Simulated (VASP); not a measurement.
Here is a VASP 6.6.1 calculation.

INCAR

```
ALGO = Normal ; EDIFF = 1E-6
EDIFFG = -0.005 ; ENCUT = 600
IBRION = 2 ; ISIF = 3
ISMEAR = -1 ; LASPH = True
LCHARG = False ; LREAL = False
LWAVE = False ; NELM = 80
NSW = 80 ; PREC = Accurate
SIGMA = 0.02
```

File KPOINTS:

```
k-points
0
Gamma
  6 6 6
```

The input POSCAR:

```
KI
1.0
    4.3417014682      0.0000000000      0.0000000000
    0.0000000000      4.3417014682      0.0000000000
    0.0000000000      0.0000000000      4.3417014682
K I
1 1
Direct
    0.0000000000      0.0000000000      0.0000000000
    0.5000000000      0.5000000000      0.5000000000
```

Potentials or basis: VASP PAW LDA potentials, release 64 (K_sv, I).

The run is started by

```bash
$ cat potpaw_LDA.64/K_sv/POTCAR potpaw_LDA.64/I/POTCAR > POTCAR
$ mpirun -np 1 vasp_std > vasp.out
```

(1) What does it give for the relaxed volume?

(2) What does it give for the space group after relaxing (to 0.1 Å)?

Results:

(1) 35.12 Å³/atom.

(2) Pm-3m (No. 221).
